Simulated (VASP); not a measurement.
Input of a VASP 6.6.1 run:

INCAR

```
SYSTEM = Cd2Se3S
PREC = Accurate ; ENCUT = 520
EDIFF = 1E-6 ; ISMEAR = 0
SIGMA = 0.1 ; LREAL = .FALSE.
LASPH = .TRUE. ; NELM = 60
ALGO = Normal ; ISIF = 2
LWAVE = .FALSE. ; LCHARG = .FALSE.
GGA = PE ; NBANDS = 33
```

Contents of KPOINTS:

```
Automatic mesh
0
G
  4 4 2
  0 0 0
```

The input POSCAR:

```
Cd2Se3S
1.0
    4.1128895200      0.0000000000      0.0000000000
    0.0000000000      4.1128895200      0.0000000000
    0.0000000000      0.0000000000      9.0607799200
Cd Se S
2 3 1
Direct
    0.0000000000      0.5000000000      0.7376120100
    0.5000000000      0.0000000000      0.2623879900
    0.5000000000      0.5000000000      0.0000000000
    0.0000000000      0.5000000000      0.3786259900
    0.5000000000      0.0000000000      0.6213740100
    0.0000000000      0.0000000000      0.0000000000
```

Potentials or basis: VASP PAW PBE potentials, release 64 (Cd, Se, S).

The run is started by

```sh
$ cat potpaw_PBE.64/Cd/POTCAR potpaw_PBE.64/Se/POTCAR potpaw_PBE.64/S/POTCAR > POTCAR
$ mpirun -np 1 vasp_std > vasp.out
```

Q: What does it give for the largest force?

A: 0.822 eV/Å.

Q: What does it give for the band gap on the k mesh?

A: Zero (bands 24 and 25 overlap by 0.19 eV).

Q: Estimate the pressure.

A: -6.1 GPa.

Forces in eV/Å, atoms in the order of the input:
```
Cd   0.000  0.000 -0.822
Cd   0.000  0.000  0.822
Se   0.000  0.000  0.000
Se   0.000  0.000 -0.106
Se   0.000  0.000  0.106
S    0.000  0.000  0.000
```

Caveat: the k points lie up to 0.38 Å⁻¹ apart; semilocal functionals underestimate gaps, so a narrow gap can read as zero.
